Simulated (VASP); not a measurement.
# MgO in VASP: notebook, part 3 of 3

VASP 6.6.1.

**5. Relaxation of the atoms, PBE**

This run uses another cell than the first one.

INCAR reads:

```
SYSTEM = MgO
  PREC = Accurate
  ENCUT = 520
  EDIFF = 1E-6
  ISMEAR = 0
  SIGMA = 0.05
  LREAL = .False.
  LASPH = .True.
  NELM = 100
  ALGO = Normal
  ISIF = 2
  LWAVE = .False.
  LCHARG = .False.
  LDIPOL = .True.
  IDIPOL = 3
  DIPOL = 0.5 0.5 0.500
  GGA = PE
  IBRION = 2
  NSW = 70
  EDIFFG = -0.03
```

KPOINTS reads:

```
Automatic mesh
0
Gamma
  9 9 1
  0 0 0
```

POSCAR reads:

```
MgO
1.0
    3.0085896291      0.0000000000      0.0000000000
    0.0000000000      3.0085896291      0.0000000000
    0.0000000000      0.0000000000     18.2547882571
Mg O
3 3
Selective dynamics
Direct
    0.5000000000      0.5000000000      0.3834610351  F F F
    0.0000000000      0.0000000000      0.5000000000  T T T
    0.5000000000      0.5000000000      0.6165389649  T T T
    0.0000000000      0.0000000000      0.3834610351  F F F
    0.5000000000      0.5000000000      0.5000000000  T T T
    0.0000000000      0.0000000000      0.6165389649  T T T
```

Potentials or basis: VASP PAW PBE potentials, release 64 (Mg, O).

The run is started by

```
> cat potpaw_PBE.64/Mg/POTCAR potpaw_PBE.64/O/POTCAR > POTCAR
> mpirun -np 1 vasp_std > vasp.out
```

OUTCAR:

```text
SYSTEM = MgO
   PREC = Accurate
   ENCUT = 520
   EDIFF = 1E-6
   ISMEAR = 0
   LREAL = .False.
   LASPH = .True.
   NELM = 100
   ISIF = 2
   GGA = PE
   IBRION = 2
   NSW = 70
   EDIFFG = -0.03

 ion  position               nearest neighbor table
   1  0.500  0.500  0.383-   5 2.13   4 2.13   4 2.13   4 2.13   4 2.13   2 3.01   2 3.01   2 3.01
                             2 3.01
   2  0.000  0.000  0.500-   4 2.13   6 2.13   5 2.13   5 2.13   5 2.13   5 2.13   3 3.01   3 3.01
                             1 3.01   3 3.01   1 3.01   1 3.01   3 3.01   1 3.01
   3  0.500  0.500  0.617-   5 2.13   6 2.13   6 2.13   6 2.13   6 2.13   2 3.01   2 3.01   2 3.01
                             2 3.01
   4  0.000  0.000  0.383-   2 2.13   1 2.13   1 2.13   1 2.13   1 2.13
   5  0.500  0.500  0.500-   1 2.13   3 2.13   2 2.13   2 2.13   2 2.13   2 2.13
   6  0.000  0.000  0.617-   2 2.13   3 2.13   3 2.13   3 2.13   3 2.13

  LATTYP: Found a simple tetragonal cell.
 ALAT       =     3.0085896291
 C/A-ratio  =     6.0675567317

  Lattice vectors:

 A1 = (   3.0085896291,   0.0000000000,   0.0000000000)
 A2 = (   0.0000000000,   3.0085896291,   0.0000000000)
 A3 = (   0.0000000000,   0.0000000000,  18.2547882571)

Analysis of symmetry for initial positions (statically):
=====================================================================
 Subroutine PRICEL returns:
 Original cell was already a primitive cell.

 Routine SETGRP: Setting up the symmetry group for a
 simple tetragonal supercell.

 Subroutine GETGRP returns: Found 16 space group operations
 (whereof 16 operations were pure point group operations)
 out of a pool of 16 trial point group operations.

The static configuration has the point symmetry D_4h.

Analysis of symmetry for dynamics (positions and initial velocities):
[... 158 lines left out ...]
  volume of cell :      165.24
 maximum number of plane-waves:      4475
 NGX is ok and might be reduce to    24
   NGX = 11   NGY = 11   NGZ = 67

 dipolmoment           0.000000      0.000000     -0.000000 electrons x Angstroem

--------------------------------------- Ionic step        1  -------------------------------------------

 number of electron      24.0000001 magnetization

 Free energy of the ion-electron system (eV)
  ---------------------------------------------------
  ext. energy  EPLUGINS =         0.00000000
  ---------------------------------------------------
  free energy    TOTEN  =       -34.68825502 eV

  energy without entropy =      -34.68825502  energy(sigma->0) =      -34.68825502

------------------------ aborting loop because EDIFF is reached ----------------------------------------

 vacuum level on the upper side and lower side of the slab       (xc-potential included)        -0.155        -0.155

  FORCE on cell =-STRESS in cart. coord.  units (eV):
  Direction    XX          YY          ZZ          XY          YZ          ZX
  --------------------------------------------------------------------------------------
  -------------------------------------------------------------------------------------
  Total       -4.0770128     -4.0770128     -0.1781718      0.0000000      0.0000000      0.0000000
  in kB      -39.5321062    -39.5321062     -1.7276143      0.0000000      0.0000000      0.0000000
  external PRESSURE =     -26.9306089 kB  Pullay stress =       0.0000000 kB
[... 107 lines left out ...]
--------------------------------------- Ionic step        4  -------------------------------------------

 number of electron      24.0000002 magnetization

 dipolmoment           0.000000      0.000000      0.021102 electrons x Angstroem

 Free energy of the ion-electron system (eV)
  ---------------------------------------------------
  ext. energy  EPLUGINS =         0.00000000
  ---------------------------------------------------
  free energy    TOTEN  =       -34.70002437 eV

  energy without entropy =      -34.70002437  energy(sigma->0) =      -34.70002437

 E-fermi :  -2.0232     XC(G=0):  -4.6405

 val. band max:       -2.2468829645   @ k =   0.0000   0.0000   0.0000
 cond. band min:       0.9806115301   @ k =   0.0000   0.0000   0.0000
 fundamental gap:      3.2274944946
 Fermi energy:        -2.0231609728

 k-point     1 :       0.0000    0.0000    0.0000
  band No.  band energies     occupation
      1     -18.9837      2.00000
      2     -18.2183      2.00000
      3     -17.8282      2.00000
      4      -5.5292      2.00000
      5      -4.1384      2.00000
      6      -3.2438      2.00000
[... 264 lines left out ...]
      5      -5.6989      2.00000
      6      -4.8450      2.00000
[... 8 lines left out ...]
     15       7.4929      0.00000
     16       7.6512      0.00000

------------------------ aborting loop because EDIFF is reached ----------------------------------------

 vacuum level on the upper side and lower side of the slab       (xc-potential included)         0.196        -0.372

  FORCE on cell =-STRESS in cart. coord.  units (eV):
  Direction    XX          YY          ZZ          XY          YZ          ZX
  --------------------------------------------------------------------------------------
  -------------------------------------------------------------------------------------
  Total       -4.0421835     -4.0421835     -0.1635785      0.0000000      0.0000000      0.0000000
  in kB      -39.1943895    -39.1943895     -1.5861132      0.0000000      0.0000000      0.0000000
  external PRESSURE =     -26.6582974 kB  Pullay stress =       0.0000000 kB
[... 21 lines left out ...]
  FREE ENERGIE OF THE ION-ELECTRON SYSTEM (eV)
  ---------------------------------------------------
  free  energy   TOTEN  =       -34.7000243700 eV

  energy  without entropy=      -34.7000243700  energy(sigma->0) =      -34.70002437

 reached required accuracy - stopping structural energy minimisation

 vacuum level on the upper side and lower side of the slab         3.015         2.464
```

OSZICAR:

```text
N       E                     dE             d eps       ncg     rms          rms(c)
DAV:   1     0.203827101381E+03    0.20383E+03   -0.10172E+04   480   0.119E+03
DAV:   2    -0.110173035388E+02   -0.21484E+03   -0.20959E+03   672   0.271E+02
DAV:   3    -0.404895769038E+02   -0.29472E+02   -0.29431E+02   520   0.120E+02
[... 46 lines left out ...]
DAV:   3    -0.347000720036E+02    0.50020E-04   -0.10753E-04   720   0.135E-01    0.196E-02
DAV:   4    -0.347000302974E+02    0.41706E-04   -0.73603E-05   720   0.127E-01    0.869E-03
DAV:   5    -0.347000204435E+02    0.98539E-05   -0.54590E-05   704   0.106E-01    0.386E-03
DAV:   6    -0.347000244550E+02   -0.40114E-05   -0.32212E-05   584   0.686E-02    0.620E-03
DAV:   7    -0.347000243700E+02    0.84981E-07   -0.60624E-06   656   0.220E-02
   4 F= -.34700024E+02 E0= -.34700024E+02  d E =-.394093E-03
```

CONTCAR:

```text
MgO
   1.00000000000000
     3.0085896290999998    0.0000000000000000    0.0000000000000000
     0.0000000000000000    3.0085896290999998    0.0000000000000000
     0.0000000000000000    0.0000000000000000   18.2547882570999995
  Mg              O
     3     3
Selective dynamics
Direct
     0.5000000000000000    0.5000000000000000    0.3834610350999981   F   F   F
     1.0000000000000000    0.0000000000000000    0.5002479737323915   T   T   T
     0.5000000000000000    0.5000000000000000    0.6150706751486703   T   T   T
     0.0000000000000000    0.0000000000000000    0.3834610350999981   F   F   F
     0.5000000000000000    0.5000000000000000    0.4997279873392126   T   T   T
     1.0000000000000000    0.0000000000000000    0.6178820310127131   T   T   T

  0.00000000E+00  0.00000000E+00  0.00000000E+00
  0.00000000E+00  0.00000000E+00  0.00000000E+00
  0.00000000E+00  0.00000000E+00  0.00000000E+00
  0.00000000E+00  0.00000000E+00  0.00000000E+00
  0.00000000E+00  0.00000000E+00  0.00000000E+00
  0.00000000E+00  0.00000000E+00  0.00000000E+00
```

Run time: 1.9 min. Hardware: 1 thread of Intel Xeon Platinum 8488C (Sapphire Rapids), shared host; peak memory 0.28 GiB.

Results:

| Item | Value |
| --- | --- |
| Free energy | -34.7000 eV |
| Energy gained by relaxing | 2.0 meV/atom |
| Ionic steps | 4 |
| Band gap on the k mesh | 3.23 eV |

The path:
```tsv
step	energy change (eV)	largest force on free atoms (eV/Å)	pressure (GPa)
1	0.0000	0.4732	-2.69
2	-0.0113	0.0905	-2.67
3	-0.0114	0.1007	-2.66
4	-0.0118	0.0162	-2.67
```

Final structure:
```
CELL_PARAMETERS angstrom
3.00859 0.00000 0.00000
0.00000 3.00859 0.00000
0.00000 0.00000 18.25479
ATOMIC_POSITIONS crystal
Mg 0.50000 0.50000 0.38346
Mg 0.00000 0.00000 0.50025
Mg 0.50000 0.50000 0.61507
O 0.00000 0.00000 0.38346
O 0.50000 0.50000 0.49973
O 0.00000 0.00000 0.61788
```

**6. The runs side by side**

| task | cell | k mesh | atoms held fixed (from 0) | gap on the mesh (eV) | largest force (eV/Å) |
| --- | --- | --- | --- | --- | --- |
| single point | a = 3.009, b = 3.009, c = 19.780 Å, 6 atoms, atomic positions A | 9 × 9 × 1 | - | 3.23 | 0.45 |
| single point | a = 3.009, b = 3.009, c = 18.255 Å, 6 atoms, atomic positions A | 9 × 9 × 1 | - | 3.23 | 0.45 |
| single point | a = 6.017, b = 6.017, c = 20.880 Å, 24 atoms, atomic positions B | 5 × 5 × 1 | - | 3.23 | 0.45 |
| relaxation of the atoms | atoms relaxed from a = 3.009, b = 3.009, c = 18.255 Å, 6 atoms, atomic positions C | 9 × 9 × 1 | [0, 3] | 3.23 | - |

Alike in all rows: level PBE; potentials or basis VASP PAW PBE potentials, release 64 (Mg, O); no spin polarisation; cutoff (eV) 520; smearing gaussian 0.05 eV.

Absolute energies hang on the potentials; compare differences alone.
